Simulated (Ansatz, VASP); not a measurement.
One calculation of PbO, two programs

File INCAR:

```
PREC = Accurate
ENCUT = 520
EDIFF = 1E-6
ISMEAR = 0
SIGMA = 0.05
LREAL = F
LASPH = T
NELM = 60
ALGO = Normal
ISIF = 2
LWAVE = F
LCHARG = F
GGA = CA
NBANDS = 17
```

Contents of KPOINTS:

```
regular mesh
0
Gamma
  12 12 10
```

The input POSCAR:

```
PbO
1.0
    3.5678723414      0.0000000000      0.0000000000
   -1.7839361707      3.0898680851      0.0000000000
    0.0000000000      0.0000000000      3.2951134840
Pb O
1 1
Direct
    0.0000000000      0.0000000000      0.0000000000
    0.6666666667      0.3333333333      0.5000000000
```

Input for Ansatz:

```yaml
crystal:
  lattice:
    - [3.5678723414, 0.0, 0.0]
    - [-1.7839361707, 3.0898680851, 0.0]
    - [0.0, 0.0, 3.295113484]
  atoms:
    - { symbol: Pb, position: [0.0, 0.0, 0.0] }
    - { symbol: O, position: [0.6666666667, 0.3333333333, 0.5] }
basis:
  ecutwfc: 420
  ecutrho_ratio: 4
kpoints:
  mp_grid: { grid: [12, 12, 10] }
hamiltonian:
  xc: lda
scf:
  occupations: { method: gaussian, width: 0.05 }
output:
  forces: true
  stress: true
  eigenvalues: true
  populations: true
```

Alike in both runs: task single point; functional LDA; k mesh 12 × 12 × 10; occupations gaussian, width 0.05 eV; no spin polarisation.

|  | VASP | Ansatz |
| --- | --- | --- |
| version | VASP 6.6.1 | Ansatz 0.2.0 |
| potentials or method | VASP PAW LDA potentials, release 64 (Pb_d, O), cutoff 520 eV | scalar-relativistic, plane waves, PAW |
| valence electrons in the cell | 20 | 20 |

```tsv
	VASP	Ansatz	Ansatz less VASP
gap on the k mesh at the Fermi level (eV)	none	none	-
pressure (GPa)	-7.3	-7.4	-0.09
traceless stress, the component that is largest in VASP (GPa)	-0.83	-0.91	-0.075
```

LDA's correlation is that of Perdew and Zunger in VASP and of Perdew and Wang (1992) in Ansatz. A gap of «none» marks a metal or a gap that the smearing closes.

Spin-orbit coupling is off throughout.
